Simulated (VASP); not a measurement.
Set up this calculation in VASP 6.6.1, as the native input.

```
Task                   : single point
Functional             : PBEsol
Potentials or basis    : VASP PAW PBE potentials, release 64 (Ti_sv, C)
Cutoff                 : 520 eV
k mesh                 : 13 × 13 × 13
Occupations            : fermi-dirac, width 0.1 eV
Spin                   : no spin polarisation
Dipole correction      : no
Further INCAR settings : ALGO = Normal; EDIFF = 1e-07; NBANDS = 15
```

The structure of TiC lies in POSCAR:

```
TiC
1.0
    0.0000000000      2.1593000000      2.1593000000
    2.1593000000      0.0000000000      2.1593000000
    2.1593000000      2.1593000000      0.0000000000
Ti C
1 1
Direct
    0.0000000000      0.0000000000      0.0000000000
    0.5000000000      0.5000000000      0.5000000000
```

The input as run:

INCAR

```
  ALGO = Normal
  EDIFF = 1E-7
  ENCUT = 520
  GGA = PS
  ISIF = 2
  ISMEAR = -1
  LASPH = True
  LCHARG = True
  LELF = True
  LREAL = False
  LVHAR = True
  LWAVE = False
  NBANDS = 15
  NELM = 60
  PREC = Accurate
  SIGMA = 0.1
```

KPOINTS

```
k-points
0
Gamma
  13 13 13
```

Potentials or basis: VASP PAW PBE potentials, release 64 (Ti_sv, C).

Run with:

```bash
$ cat potpaw_PBE.64/Ti_sv/POTCAR potpaw_PBE.64/C/POTCAR > POTCAR
$ mpirun -np 1 vasp_std > vasp.out
```

It gave:

- Pressure: -4.3 GPa
- Band gap on the k mesh: zero (band 8 reaches 10.07 eV, above the bottom of band 9 at 9.02 eV)

Caveat: the PAW data sets were made with another functional, which shifts forces and pressure a little.

Wall time 28 s on 1 thread of AMD EPYC 7R43 64-Core Processor (Zen 3) (shared host), peak memory 0.12 GiB.
